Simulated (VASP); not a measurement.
Set up this calculation in VASP 6.6.1, as the native input.

```
Task                   : single point
Functional             : PBE
Potentials or basis    : VASP PAW PBE potentials, release 64 (Zn, S)
Cutoff                 : 520 eV
k mesh                 : 2 × 2 × 2, shifted
Occupations            : gaussian, width 0.01 eV
Spin                   : no spin polarisation
Dipole correction      : no
Further INCAR settings : LREAL = Auto; ALGO = Normal; EDIFF = 1e-07; NBANDS = 166
```

The structure of ZnS lies in POSCAR:

```
ZnS
1.0
    5.4423087484     -5.4423087484      5.4423087484
   -5.4423087484      5.4423087484      5.4423087484
   -5.4423087484     -5.4423087484     -5.4423087484
Zn S
16 16
Direct
    0.2500000000      0.2500000000      0.5000000000
    0.5000000000      0.2500000000      0.2500000000
    0.7500000000      0.2500000000      0.0000000000
    0.0000000000      0.5000000000      0.5000000000
    0.2500000000      0.5000000000      0.2500000000
    1.0000000000      0.2500000000      0.7500000000
    0.7500000000      0.7500000000      0.5000000000
    0.5000000000      0.5000000000      0.0000000000
    0.7500000000      0.5000000000      0.7500000000
    0.0000000000      0.7500000000      0.2500000000
    0.5000000000      0.0000000000      0.5000000000
    0.2500000000      0.7500000000      0.0000000000
    0.7500000000      0.0000000000      0.2500000000
    0.5000000000      0.7500000000      0.7500000000
    0.0000000000      0.0000000000      0.0000000000
    0.2500000000      0.0000000000      0.7500000000
    0.2500000000      0.0000000000      0.5000000000
    0.5000000000      0.0000000000      0.2500000000
    0.7500000000      0.0000000000      0.0000000000
    0.0000000000      0.2500000000      0.5000000000
    0.2500000000      0.2500000000      0.2500000000
    0.0000000000      0.0000000000      0.7500000000
    0.7500000000      0.5000000000      0.5000000000
    0.5000000000      0.2500000000      0.0000000000
    0.7500000000      0.2500000000      0.7500000000
    0.0000000000      0.5000000000      0.2500000000
    0.5000000000      0.7500000000      0.5000000000
    0.2500000000      0.5000000000      0.0000000000
    0.7500000000      0.7500000000      0.2500000000
    0.5000000000      0.5000000000      0.7500000000
    0.0000000000      0.7500000000      0.0000000000
    0.2500000000      0.7500000000      0.7500000000
```

One way to write it, as run:

INCAR

```
SYSTEM = ZnS
PREC     = Accurate       ! precision mode
ENCUT    = 520            ! plane-wave cutoff, eV
EDIFF    = 1E-7           ! SCF threshold, eV
ISMEAR   = 0              ! smearing method
SIGMA    = 0.01           ! smearing width, eV
LREAL    = Auto         
LASPH    = .TRUE.         ! aspherical terms in the spheres
NELM     = 80             ! most SCF steps
ALGO     = Normal         ! electronic algorithm
ISIF     = 2              ! what is computed and relaxed
LWAVE    = .FALSE.        ! write WAVECAR
LCHARG   = .TRUE.         ! write CHGCAR
GGA      = PE             ! functional
LELF     = .TRUE.         ! ELF
LVHAR    = .TRUE.       
NBANDS   = 166            ! bands
LUSENCCL = .FALSE.
```

KPOINTS

```
Automatic mesh
0
Gamma
  2 2 2
  0.5 0.5 0.5
```

Potentials or basis: VASP PAW PBE potentials, release 64 (Zn, S).

The run is started by

```sh
$ cat potpaw_PBE.64/Zn/POTCAR potpaw_PBE.64/S/POTCAR > POTCAR
$ mpirun -np 1 vasp_std > vasp.out
```

It gave:

```yaml
Pressure: 0.2 GPa
Band_gap_on_the_k_mesh: 3.59 eV
```

Wall time 83 s on 1 × NVIDIA H100 80GB with 1 thread of AMD EPYC 7R13 Processor (Zen 3), on a shared host, peak memory 1.6 GiB.
